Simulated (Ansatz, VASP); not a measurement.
# Si: VASP beside Ansatz

The input INCAR:

```
SYSTEM = Si
PREC     = Accurate       ! precision mode
ENCUT    = 520            ! plane-wave cutoff, eV
EDIFF    = 1E-6           ! SCF threshold, eV
ISMEAR   = 0              ! smearing method
SIGMA    = 0.03           ! smearing width, eV
LREAL    = .FALSE.        ! projectors in reciprocal space
LASPH    = .TRUE.         ! aspherical terms in the spheres
NELM     = 100            ! most SCF steps
ALGO     = Normal         ! electronic algorithm
ISIF     = 2              ! what is computed and relaxed
LWAVE    = .FALSE.        ! write WAVECAR
LCHARG   = .FALSE.        ! write CHGCAR
GGA      = CA             ! functional
NBANDS   = 16             ! bands
```

File KPOINTS:

```
Automatic mesh
0
G
  12 12 6
  0 0 0
```

File POSCAR:

```
Si
1.0
    3.9087888130      0.0000000000      0.0000000000
   -1.9543944065      3.3851104101      0.0000000000
    0.0000000000      0.0000000000      5.9487856945
Si
4
Direct
    0.3333333333      0.6666666667      0.0534951140
    0.6666666667      0.3333333333      0.5534951140
    0.3333333333      0.6666666667      0.4465048860
    0.6666666667      0.3333333333      0.9465048860
```

Input for Ansatz:

```yaml
crystal:
  lattice:
    - [3.908788813, 0.0, 0.0]
    - [-1.9543944065, 3.3851104101, 0.0]
    - [0.0, 0.0, 5.9487856945]
  atoms:
    - { symbol: Si, position: [0.3333333333, 0.6666666667, 0.053495114] }
    - { symbol: Si, position: [0.6666666667, 0.3333333333, 0.553495114] }
    - { symbol: Si, position: [0.3333333333, 0.6666666667, 0.446504886] }
    - { symbol: Si, position: [0.6666666667, 0.3333333333, 0.946504886] }
basis:
  ecutwfc: 420
kpoints:
  mp_grid: { grid: [12, 12, 6] }
hamiltonian:
  xc: lda
  pseudopotentials: { kind: paw, azcp: { folder: soft_1 } }
scf:
  occupations: { method: gaussian, width: 0.03 }
output:
  forces: true
  stress: true
  eigenvalues: true
```

Alike in both runs: task single point; functional LDA; k mesh 12 × 12 × 6; occupations gaussian, width 0.03 eV; no spin polarisation.

```csv
,VASP,Ansatz
version,VASP 6.6.1,Ansatz 0.2.0
potentials or method,"VASP PAW LDA potentials, release 64 (Si), cutoff 520 eV","scalar-relativistic, plane waves, PAW"
valence electrons in the cell,16,16
```

Ansatz gave:

```
gap on the k mesh at the Fermi level (eV)                     : none
pressure (GPa)                                                : -0.1
traceless stress, the component that is largest in VASP (GPa) : 7.53
rms of the force components (eV/Å)                            : 0.264
```

Question: Estimate VASP's values.

Answer: gap on the k mesh at the Fermi level (eV): none; pressure (GPa): 0.0; traceless stress, the component that is largest in VASP (GPa): 7.57; rms of the force components (eV/Å): 0.263.

Ansatz warns that its potentials were made for another functional, while VASP's fit it. LDA's correlation is that of Perdew and Zunger in VASP and of Perdew and Wang (1992) in Ansatz. Atom by atom the forces differ by 0.001 eV/Å (rms over components). A gap of «none» marks a metal or a gap that the smearing closes.
